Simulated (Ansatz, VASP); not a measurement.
## TiAl3 in VASP and in Ansatz

```
Ti Al
1.0
     2.83968    0.00000    0.00000
     0.00000    4.68126    0.00000
     0.00000    0.00000    4.90074
Ti Al
1 3
Cartesian
  0.0000 2.3406 0.8131
  1.4198 2.3406 3.2701
  1.4198 0.0000 1.6217
  0.0000 0.0000 4.0965
```

Alike in both runs: task single point; functional PBEsol; k mesh 6 × 4 × 4; occupations gaussian, width 0.1 eV; no spin polarisation.

```csv
,VASP,Ansatz
version,VASP 6.6.1,Ansatz 0.2.0
potentials or method,"VASP PAW PBE potentials, release 64 (Ti_sv, Al), cutoff 520 eV","scalar-relativistic, plane waves, PAW"
valence electrons in the cell,21,21
```

|  | VASP | Ansatz | Ansatz less VASP |
| --- | --- | --- | --- |
| gap on the k mesh at the Fermi level (eV) | none | none | - |
| pressure (GPa) | -2.4 | -2.4 | -0.06 |
| traceless stress, the component that is largest in VASP (GPa) | 1.37 | 1.37 | -0.004 |
| rms of the force components (eV/Å) | 0.037 | 0.038 | +0.0006 |

VASP's potentials were made for PBE, not for PBEsol. Atom by atom the forces differ by 0.001 eV/Å (rms over components). A gap of «none» marks a metal or a gap that the smearing closes.

The k mesh is coarse, so the values compare programs but aren't converged.
